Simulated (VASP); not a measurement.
# NaBeH3 (Pm-3m) in VASP: vibrations by perturbation theory with LDA

Aim: the vibrations by perturbation theory of NaBeH3 with LDA.

Everything below comes from runs of VASP 6.6.1. Logs are shortened: lines on timing, memory, paths and dates and some standing lists are left out, and cuts for length are marked.

### Step 1. The cell of the first run

The structure is cubic, space group Pm-3m (No. 221). The conventional cell has a = 3.343 Å, b = 3.343 Å, c = 3.343 Å, α = 90.00°, β = 90.00°, γ = 90.00°. Within 3.1 Å of Na (site symmetry m-3m) lie 12 H at 2.36 Å and 8 Be at 2.90 Å. Be (site symmetry m-3m) has 6 H at 1.67 Å within 2.2 Å. H (site symmetry 4/mmm) has 2 Be at 1.67 Å within 2.2 Å.

### Step 2. Vibrations by perturbation theory, LDA

File INCAR:

```
PREC = Accurate
ENCUT = 520
EDIFF = 1E-8
ISMEAR = 0
SIGMA = 0.01
LREAL = False
LASPH = True
NELM = 80
ALGO = Normal
ISIF = 2
LWAVE = False
LCHARG = False
IBRION = 8
NSW = 1
```

File KPOINTS:

```
regular mesh
0
Gamma
  6 6 6
```

File POSCAR:

```
NaBeH3
1.0
    3.3428920000      0.0000000000      0.0000000000
    0.0000000000      3.3428920000      0.0000000000
    0.0000000000      0.0000000000      3.3428920000
Na Be H
1 1 3
Direct
    0.5000000000      0.5000000000      0.5000000000
    0.0000000000      0.0000000000      0.0000000000
    0.5000000000      0.0000000000      0.0000000000
    0.0000000000      0.5000000000      0.0000000000
    0.0000000000      0.0000000000      0.5000000000
```

Potentials or basis: VASP PAW LDA potentials, release 64 (Na_pv, Be, H).

Started as:

```bash
$ cat potpaw_LDA.64/Na_pv/POTCAR potpaw_LDA.64/Be/POTCAR potpaw_LDA.64/H/POTCAR > POTCAR
$ mpirun -np 1 vasp_std > vasp.out
```

OUTCAR:

```text
PREC = Accurate
   ENCUT = 520
   EDIFF = 1E-8
   ISMEAR = 0
   LREAL = False
   LASPH = True
   NELM = 80
   ISIF = 2
   IBRION = 8
   NSW = 1

 ion  position               nearest neighbor table
   1  0.500  0.500  0.500-
   2  0.000  0.000  0.000-
   3  0.500  0.000  0.000-
   4  0.000  0.500  0.000-
   5  0.000  0.000  0.500-

  LATTYP: Found a simple cubic cell.
 ALAT       =     3.3428920000

  Lattice vectors:

 A1 = (   3.3428920000,   0.0000000000,   0.0000000000)
 A2 = (   0.0000000000,   3.3428920000,   0.0000000000)
 A3 = (   0.0000000000,   0.0000000000,   3.3428920000)

Analysis of symmetry for initial positions (statically):
=====================================================================
 Subroutine PRICEL returns:
 Original cell was already a primitive cell.

 Routine SETGRP: Setting up the symmetry group for a
 simple cubic supercell.

 Subroutine GETGRP returns: Found 48 space group operations
 (whereof 48 operations were pure point group operations)
 out of a pool of 48 trial point group operations.

The static configuration has the point symmetry O_h .

Analysis of symmetry for dynamics (positions and initial velocities):
=====================================================================
 Subroutine PRICEL returns:
 Original cell was already a primitive cell.

 Routine SETGRP: Setting up the symmetry group for a
 simple cubic supercell.
[... 466 lines left out ...]

 Free energy of the ion-electron system (eV)
  ---------------------------------------------------
  ---------------------------------------------------
  free energy    TOTEN  =        -0.01678222 eV

  energy without entropy =       -0.01678222

------------------------ aborting loop because EDIFF is reached ----------------------------------------

 INTERNAL STRAIN TENSOR  FOR ION    3  DIRECTION 2   (eV/Angst):
 -----------------------------------------------------------------------------
     0.01219  0.00000  0.00000
     0.00000 -0.00936  0.00000
     0.00000  0.00000 -0.00287

 INTERNAL STRAIN TENSOR FOR ION    5 for displacements in x,y,z  (eV/Angst):
          X           Y           Z          XY          YZ          ZX
  --------------------------------------------------------------------------------
  x     0.00000     0.00000     0.00000     0.00000     0.00000     0.00000
  y     0.00000     0.00000     0.00000     0.00000     0.00000     0.00000
  z     0.00000     0.00000     0.00000     0.00000     0.00000     0.00000

 SECOND DERIVATIVES (NOT SYMMETRIZED)
 ------------------------------------
               1X          1Y          1Z          2X          2Y          2Z          3X          3Y          3Z          4X          4Y          4Z          5X          5Y          5Z
  1X    -2.710254   -0.000000   -0.000000    1.028471    0.000000    0.000000    0.490643    0.000000    0.000000    0.595570   -0.000000    0.000000    0.595570    0.000000    0.000000
  1Y    -0.000000   -2.710254   -0.000000    0.000000    1.028471    0.000000   -0.000000    0.595570   -0.000000    0.000000    0.490643    0.000000    0.000000    0.595570    0.000000
  1Z    -0.000000   -0.000000   -2.710254    0.000000    0.000000    1.028471    0.000000   -0.000000    0.595570   -0.000000    0.000000    0.595570    0.000000    0.000000    0.490643
  2X     1.028120    0.000000   -0.000000   -1.311574    0.000000   -0.000000   -1.053186   -0.000000   -0.000000    0.668320    0.000000   -0.000000    0.668320    0.000000    0.000000
  2Y     0.000000    1.028120   -0.000000   -0.000000   -1.311574    0.000000    0.000000    0.668320   -0.000000   -0.000000   -1.053186   -0.000000    0.000000    0.668320    0.000000
  2Z    -0.000000   -0.000000    1.028120    0.000000    0.000000   -1.311574    0.000000   -0.000000    0.668320   -0.000000    0.000000    0.668320    0.000000    0.000000   -1.053186
  3X     0.487249    0.000000    0.000000   -1.046736   -0.000000    0.000000   -2.636955    0.000000    0.000000    1.598221   -0.000000   -0.000000    1.598221    0.000000    0.000000
  3Y     0.000000    0.596364    0.000000    0.000000    0.664670    0.000000    0.000000   -2.866668    0.000000    0.000000    1.600479    0.000000    0.000000    0.005156    0.000000
  3Z     0.000000    0.000000    0.596364    0.000000    0.000000    0.664670    0.000000    0.000000   -2.866668    0.000000    0.000000    0.005156    0.000000    0.000000    1.600479
  4X     0.596364    0.000000    0.000000    0.664670    0.000000    0.000000    1.600479    0.000000    0.000000   -2.866668    0.000000    0.000000    0.005156    0.000000    0.000000
  4Y     0.000000    0.487249   -0.000000   -0.000000   -1.046736    0.000000   -0.000000    1.598221    0.000000    0.000000   -2.636955   -0.000000    0.000000    1.598221    0.000000
  4Z     0.000000    0.000000    0.596364    0.000000    0.000000    0.664670    0.000000    0.000000    0.005156    0.000000    0.000000   -2.866668    0.000000    0.000000    1.600479
  5X     0.596364    0.000000    0.000000    0.664670    0.000000    0.000000    1.600479    0.000000    0.000000    0.005156    0.000000    0.000000   -2.866668    0.000000    0.000000
  5Y     0.000000    0.596364    0.000000    0.000000    0.664670    0.000000    0.000000    0.005156    0.000000    0.000000    1.600479    0.000000    0.000000   -2.866668    0.000000
  5Z    -0.000000   -0.000000    0.487249    0.000000    0.000000   -1.046736   -0.000000   -0.000000    1.598221   -0.000000   -0.000000    1.598221   -0.000000   -0.000000   -2.636955

 Eigenvectors and eigenvalues of the dynamical matrix
 ----------------------------------------------------

   1 f  =   35.162873 THz   220.934849 2PiTHz 1172.907204 cm-1   145.421894 meV
             X         Y         Z           dx          dy          dz
      1.671446  1.671446  1.671446    -0.010108   -0.000040   -0.000002
      0.000000  0.000000  0.000000    -0.094777   -0.000374   -0.000020
      1.671446  0.000000  0.000000    -0.686453    0.002010    0.000107
      0.000000  1.671446  0.000000     0.509746   -0.002707    0.000107
      0.000000  0.000000  1.671446     0.509746    0.002010   -0.000143
[... 105 lines left out ...]
  15 f/i=    0.003412 THz     0.021438 2PiTHz    0.113809 cm-1     0.014110 meV
             X         Y         Z           dx          dy          dz
      1.671446  1.671446  1.671446     0.060769   -0.803435    0.087599
      0.000000  0.000000  0.000000     0.038028   -0.502778    0.054818
      1.671446  0.000000  0.000000     0.012692   -0.167696    0.018284
      0.000000  1.671446  0.000000     0.012684   -0.167807    0.018284
      0.000000  0.000000  1.671446     0.012684   -0.167696    0.018296

--------------------------------------------------------------------------------------------------------

 ELASTIC MODULI CONTR FROM IONIC RELAXATION (kBar)
 Direction    XX          YY          ZZ          XY          YZ          ZX
 --------------------------------------------------------------------------------
 XX           0.0000      0.0000      0.0000      0.0000      0.0000      0.0000
 YY           0.0000      0.0000      0.0000      0.0000      0.0000      0.0000
 ZZ           0.0000      0.0000      0.0000      0.0000      0.0000      0.0000
 XY           0.0000      0.0000      0.0000      0.0000      0.0000      0.0000
 YZ           0.0000      0.0000      0.0000      0.0000      0.0000      0.0000
 ZX           0.0000      0.0000      0.0000      0.0000      0.0000      0.0000
 --------------------------------------------------------------------------------
```

It took 2.1 min on 1 thread of AMD EPYC 7R43 (Zen 3), shared host; peak memory 0.18 GiB.

Results:

- Highest phonon frequency at Γ: 1173 cm⁻¹

Phonon frequencies in cm⁻¹ (negative: imaginary):
```csv
q point,frequencies
"(0.000, 0.000, 0.000)",0 0 0 185 185 185 396 396 396 884 884 884 1173 1173 1173
```

Caveat: the cell stands under pressure or tension, which shifts response properties.
